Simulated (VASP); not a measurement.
# NaF (Villiaumite) (Fm-3m) in VASP: a series of runs

The runs below take NaF (Villiaumite) through single point, with r2SCAN, PBE.

Everything below comes from runs of VASP 6.6.1. Logs are shortened: lines on timing, memory, paths and dates and some standing lists are left out, and cuts for length are marked.

**1. The cell of the first run**

Symmetry: Fm-3m, No. 225, cubic system. The conventional cell has a = 4.594 Å, b = 4.594 Å, c = 4.594 Å, α = 90.00°, β = 90.00°, γ = 90.00°. Within 3.0 Å of Na (site symmetry m-3m) lie 6 F at 2.30 Å. Within 3.0 Å of F (site symmetry m-3m) lie 6 Na at 2.30 Å.

**2. Single point, r2SCAN**

Input file POSCAR:

```
NaF
1.0
    0.0000000000      2.2972417837      2.2972417837
    2.2972417837      0.0000000000      2.2972417837
    2.2972417837      2.2972417837      0.0000000000
Na F
1 1
Direct
    0.0000000000      0.0000000000      0.0000000000
    0.5000000000      0.5000000000      0.5000000000
```

Input file INCAR.step1:

```
ALGO = Normal
EDIFF = 1E-4
ENCUT = 520
GGA = PE
ISMEAR = 0
LASPH = True
LCHARG = False
LREAL = False
LWAVE = True
NBANDS = 14
NELM = 60
PREC = Accurate
SIGMA = 0.01
```

Input file INCAR.step2:

```
ALGO = Normal
EDIFF = 1E-7
ENCUT = 520
ISIF = 2
ISMEAR = 0
ISTART = 1
LASPH = True
LCHARG = True
LELF = True
LMIXTAU = True
LREAL = False
LVHAR = True
LWAVE = False
METAGGA = R2SCAN
NBANDS = 14
NELM = 60
PREC = Accurate
SIGMA = 0.01
```

Input file KPOINTS:

```
k-points
0
Gamma
  10 10 10
```

Potentials or basis: VASP PAW PBE potentials, release 64 (Na_pv, F).

On the command line:

```
$ cat potpaw_PBE.64/Na_pv/POTCAR potpaw_PBE.64/F/POTCAR > POTCAR
$ cp INCAR.step1 INCAR
$ mpirun -np 1 vasp_std > vasp.out
$ cp INCAR.step2 INCAR
$ mpirun -np 1 vasp_std > vasp.out
```

OUTCAR:

```text
EDIFF = 1E-7
   ENCUT = 520
   ISIF = 2
   ISMEAR = 0
   ISTART = 1
   LASPH = True
   LREAL = False
   METAGGA = R2SCAN
   NELM = 60
   PREC = Accurate

 ion  position               nearest neighbor table
   1  0.000  0.000  0.000-   2 2.30   2 2.30   2 2.30   2 2.30   2 2.30   2 2.30
   2  0.500  0.500  0.500-   1 2.30   1 2.30   1 2.30   1 2.30   1 2.30   1 2.30

  LATTYP: Found a face centered cubic cell.
 ALAT       =     4.5944835674

  Lattice vectors:

 A1 = (   0.0000000000,   2.2972417837,   2.2972417837)
 A2 = (   2.2972417837,   0.0000000000,   2.2972417837)
 A3 = (   2.2972417837,   2.2972417837,   0.0000000000)

Analysis of symmetry for initial positions (statically):
=====================================================================
 Subroutine PRICEL returns:
 Original cell was already a primitive cell.

 Routine SETGRP: Setting up the symmetry group for a
 face centered cubic supercell.

 Subroutine GETGRP returns: Found 48 space group operations
 (whereof 48 operations were pure point group operations)
 out of a pool of 48 trial point group operations.

The static configuration has the point symmetry O_h .

Analysis of symmetry for dynamics (positions and initial velocities):
=====================================================================
 Subroutine PRICEL returns:
 Original cell was already a primitive cell.

 Routine SETGRP: Setting up the symmetry group for a
 face centered cubic supercell.

 Subroutine GETGRP returns: Found 48 space group operations
 (whereof 48 operations were pure point group operations)
 out of a pool of 48 trial point group operations.

The dynamic configuration has the point symmetry O_h .

 Subroutine INISYM returns: Found 48 space group operations
 (whereof 48 operations are pure point group operations),
 and found     1 'primitive' translations

----------------------------------------------------------------------------------------

                                     Primitive cell

  volume of cell :      24.2466

  direct lattice vectors                    reciprocal lattice vectors
     0.000000000  2.297241784  2.297241784    -0.217652318  0.217652318  0.217652318
     2.297241784  0.000000000  2.297241784     0.217652318 -0.217652318  0.217652318
     2.297241784  2.297241784  0.000000000     0.217652318  0.217652318 -0.217652318

  length of vectors
     3.248790487  3.248790487  3.248790487     0.376984874  0.376984874  0.376984874

  position of ions in fractional coordinates (direct lattice)
     0.000000000  0.000000000  0.000000000
     0.500000000  0.500000000  0.500000000

  ion indices of the primitive-cell ions
   primitive index   ion index
                 1           1
                 2           2

----------------------------------------------------------------------------------------

 KPOINTS: k-points

Automatic generation of k-mesh.
 Grid dimensions read from file:
 generate k-points for:   10   10   10

 Generating k-lattice:

  Cartesian coordinates                     Fractional coordinates (reciprocal lattice)
    -0.021765232  0.021765232  0.021765232     0.100000000  0.000000000  0.000000000
     0.021765232 -0.021765232  0.021765232     0.000000000  0.100000000  0.000000000
     0.021765232  0.021765232 -0.021765232     0.000000000  0.000000000  0.100000000

  Length of vectors
     0.037698487  0.037698487  0.037698487

  Shift w.r.t. Gamma in fractional coordinates (k-lattice)
     0.000000000  0.000000000  0.000000000

 Subroutine IBZKPT returns following result:
 ===========================================

 Found     47 irreducible k-points:

 Following reciprocal coordinates:
            Coordinates               Weight
  0.000000  0.000000  0.000000      1.000000
  0.100000  0.000000  0.000000      8.000000
  0.200000  0.000000  0.000000      8.000000
  0.300000  0.000000  0.000000      8.000000
  0.400000  0.000000  0.000000      8.000000
  0.500000  0.000000  0.000000      4.000000
[... 16 lines left out ...]
  0.300000  0.300000  0.000000      6.000000
  0.400000  0.300000  0.000000     24.000000
 [... further k-points ...]
   k-points           NKPTS =     47   k-points in BZ     NKDIM =     47   number of bands    NBANDS=     14
   number of dos      NEDOS =    301   number of ions     NIONS =      2
   total plane-waves  NPLWV =  13824
   dimension x,y,z NGX =    24 NGY =   24 NGZ =   24
   dimension x,y,z NGXF=    48 NGYF=   48 NGZF=   48
   ions per type =               1   1
   NGX,Y,Z   is equivalent  to a cutoff of  12.28, 12.28, 12.28 a.u.
   NGXF,Y,Z  is equivalent  to a cutoff of  24.56, 24.56, 24.56 a.u.
 SYSTEM =  unknown system
   PREC   = accura    normal or accurate (medium, high low for compatibility)
   ISTART =      1    job   : 0-new  1-cont  2-samecut
   ICHARG =      0    charge: 1-file 2-atom 10-const
   ISPIN  =      1    spin polarized calculation?
   LNONCOLLINEAR =      F non collinear calculations
   LSORBIT =      F    spin-orbit coupling
   LASPH  =      T    aspherical Exc in radial PAW
   ENCUT  =  520.0 eV  38.22 Ry    6.18 a.u.   6.04  6.04  6.04*2*pi/ulx,y,z
   NELM   =     60;   NELMIN=  2; NELMDL=  0     # of ELM steps
   EDIFF  = 0.1E-06   stopping-criterion for ELM
   LREAL  =      F    real-space projection
   EDIFFG = 0.1E-05   stopping-criterion for IOM
   NSW    =      0    number of steps for IOM
   IBRION =     -1    ionic relax: 0-MD 1-quasi-New 2-CG
   NFREE  =      0    steps in history (QN), initial steepest desc. (CG)
   ISIF   =      2    stress and relaxation
   ISYM   =      2    0-nonsym 1-usesym 2-fastsym
   POTIM  = 0.5000    time-step for ionic-motion
   TEBEG  =    0.0;   TEEND  =   0.0 temperature during run
   PSTRESS=    0.0 pullay stress
   NELECT =      14.0000    total number of electrons
   NUPDOWN=      -1.0000    fix difference up-down
   EMIN   =  10.00;   EMAX   =-10.00  energy-range for DOS
   EFERMI =   0.00;   METHOD = LEGACY
   ISMEAR =     0;   SIGMA  =   0.01  broadening in eV -4-tet -1-fermi 0-gaus
   EFERMI_NEDOS =   21; number of points for ismear=-14 and -15
   IALGO  =     38    algorithm
   IMIX   =      4    mixing-type and parameters
     AMIX     =   0.40;   BMIX     =  1.00
     AMIX_MAG =   1.60;   BMIX_MAG =  1.00
  volume/ion in A,a.u.               =      12.12        81.81
  Fermi-wavevector in a.u.,A,eV,Ry     =   1.363225  2.576121 25.284819  1.858382
  Thomas-Fermi vector in A             =   2.489646
   LORBIT       =      0    0 simple, 1 ext, 2 COOP (PROOUT), +10 PAW based schemes
   METAGGA = R2SCAN    functional components
   LHFCALC =     F    Hartree Fock is set to
   AEXX    =    0.0000 exact exchange contribution
   IVDW    =     0    specifies the selected vdW correction
   LEPSILON=     F    determine dielectric tensor
   LRPA    =     F    only Hartree local field effects (RPA)
 non-spin polarized calculation
 Gauss-broadening in eV      SIGMA  =   0.01
  energy-cutoff  :      520.00
  volume of cell :       24.25
 maximum number of plane-waves:       666
   NGX = 13   NGY = 13   NGZ = 13

 number of electron      13.9999992 magnetization

 Free energy of the ion-electron system (eV)
  ---------------------------------------------------
  ext. energy  EPLUGINS =         0.00000000
  ---------------------------------------------------
  free energy    TOTEN  =       -12.60294957 eV

  energy without entropy =      -12.60294957  energy(sigma->0) =      -12.60294957

 E-fermi :  -2.5069     XC(G=0):  -9.9094

 val. band max:       -2.6143896177   @ k =   0.0000   0.0000   0.0000
 cond. band min:       4.7068868133   @ k =   0.0000   0.0000   0.0000
 fundamental gap:      7.3212764310
 Fermi energy:        -2.5068833462

 k-point     1 :       0.0000    0.0000    0.0000
  band No.  band energies     occupation
      1     -22.9536      2.00000
      2     -22.0375      2.00000
      3     -22.0370      2.00000
      4     -22.0370      2.00000
      5      -2.6144      2.00000
      6      -2.6144      2.00000
      7      -2.6144      2.00000
      8       4.7069      0.00000
      9      17.3577      0.00000
     10      17.3578      0.00000
     11      17.3578      0.00000
     12      20.0690      0.00000
     13      22.7083      0.00000
     14      22.7083      0.00000

 k-point     2 :       0.1000    0.0000    0.0000
  band No.  band energies     occupation
      1     -23.0065      2.00000
      2     -22.0385      2.00000
      3     -22.0382      2.00000
      4     -21.9707      2.00000
      5      -2.8072      2.00000
      6      -2.6416      2.00000
      7      -2.6416      2.00000
      8       5.0670      0.00000
      9      16.0268      0.00000
     10      17.5403      0.00000
     11      17.5403      0.00000
     12      21.6650      0.00000
     13      22.4034      0.00000
     14      22.4034      0.00000

 k-point     3 :       0.2000    0.0000    0.0000
  band No.  band energies     occupation
      1     -23.1203      2.00000
      2     -22.0415      2.00000
      3     -22.0411      2.00000
      4     -21.8217      2.00000
      5      -3.2591      2.00000
      6      -2.7122      2.00000
      7      -2.7121      2.00000
      8       6.0039      0.00000
      9      14.2773      0.00000
     10      18.0239      0.00000
     11      18.0240      0.00000
     12      21.8595      0.00000
     13      21.8595      0.00000
     14      23.3401      0.00000

 k-point     4 :       0.3000    0.0000    0.0000
  band No.  band energies     occupation
      1     -23.2317      2.00000
      2     -22.0451      2.00000
      3     -22.0447      2.00000
      4     -21.6659      2.00000
      5      -3.7436      2.00000
      6      -2.7980      2.00000
      7      -2.7980      2.00000
      8       7.2365      0.00000
      9      12.8275      0.00000
     10      18.6023      0.00000
     11      18.6027      0.00000
     12      21.5147      0.00000
     13      21.5150      0.00000
     14      23.2729      0.00000

 k-point     5 :       0.4000    0.0000    0.0000
  band No.  band energies     occupation
      1     -23.3076      2.00000
      2     -22.0480      2.00000
      3     -22.0476      2.00000
      4     -21.5534      2.00000
      5      -4.0943      2.00000
      6      -2.8665      2.00000
      7      -2.8664      2.00000
      8       8.4783      0.00000
      9      11.6632      0.00000
     10      18.9841      0.00000
     11      18.9849      0.00000
[... 276 lines left out ...]
 k-point    22 :      -0.2000    0.2000    0.0000
  band No.  band energies     occupation
      1     -23.1931      2.00000
      2     -22.0787      2.00000
      3     -22.0423      2.00000
      4     -21.6798      2.00000
      5      -3.6881      2.00000
      6      -2.9924      2.00000
      7      -2.8163      2.00000
      8       7.6791      0.00000
      9      12.8438      0.00000
     10      16.9512      0.00000
     11      19.6562      0.00000
     12      20.1023      0.00000
     13      21.3933      0.00000
     14      25.7064      0.00000

 k-point    23 :       0.3000    0.3000    0.0000
  band No.  band energies     occupation
      1     -23.0300      2.00000
      2     -22.0729      2.00000
      3     -22.0726      2.00000
      4     -21.8545      2.00000
      5      -3.6927      2.00000
      6      -2.8969      2.00000
      7      -2.8969      2.00000
      8       8.0590      0.00000
      9      12.5275      0.00000
     10      16.8102      0.00000
     11      18.3907      0.00000
     12      18.3908      0.00000
     13      24.8161      0.00000
     14      25.0490      0.00000

 k-point    24 :       0.4000    0.3000    0.0000
  band No.  band energies     occupation
      1     -22.9899      2.00000
      2     -22.0870      2.00000
      3     -22.0784      2.00000
      4     -21.8780      2.00000
      5      -3.8086      2.00000
      6      -3.0078      2.00000
      7      -2.9514      2.00000
      8       9.0969      0.00000
      9      12.0065      0.00000
     10      15.6431      0.00000
     11      18.5062      0.00000
     12      18.6120      0.00000
     13      24.5209      0.00000
     14      25.4542      0.00000

 [... further k-points ...]

------------------------ aborting loop because EDIFF is reached ----------------------------------------

  FORCE on cell =-STRESS in cart. coord.  units (eV):
  Direction    XX          YY          ZZ          XY          YZ          ZX
  --------------------------------------------------------------------------------------
  -------------------------------------------------------------------------------------
  Total       -0.1344636     -0.1344636     -0.1344636     -0.0000000     -0.0000000      0.0000000
  in kB       -8.8851562     -8.8851562     -8.8851562     -0.0000000     -0.0000000      0.0000000
  external PRESSURE =      -8.8851562 kB  Pullay stress =       0.0000000 kB

 VOLUME and BASIS-vectors are now :
 -----------------------------------------------------------------------------
  energy-cutoff  :      520.00
  volume of cell :       24.25
      direct lattice vectors                 reciprocal lattice vectors
     0.000000000  2.297241784  2.297241784    -0.217652318  0.217652318  0.217652318
     2.297241784  0.000000000  2.297241784     0.217652318 -0.217652318  0.217652318
     2.297241784  2.297241784  0.000000000     0.217652318  0.217652318 -0.217652318

 POSITION                                       TOTAL-FORCE (eV/Angst)
 -----------------------------------------------------------------------------------
      0.00000      0.00000      0.00000         0.000000     -0.000000      0.000000
      2.29724      2.29724      2.29724         0.000000      0.000000      0.000000
 -----------------------------------------------------------------------------------
    total drift:                                0.000000     -0.000000      0.000000

  FREE ENERGIE OF THE ION-ELECTRON SYSTEM (eV)
  ---------------------------------------------------
  free  energy   TOTEN  =       -12.6029495729 eV

  energy  without entropy=      -12.6029495729  energy(sigma->0) =      -12.60294957
```

Run time: 33 s. Hardware: 1 thread of AMD EPYC 9R45 (Zen 5), shared host; peak memory 0.11 GiB.

Results:

```
Free energy            : -12.6029 eV
Pressure               : -0.9 GPa
Band gap on the k mesh : 7.32 eV, direct
```

Caveat: the PAW data sets were made with another functional, which shifts forces and pressure a little. A k mesh can miss the band edges.

[end of part 1 of 2]
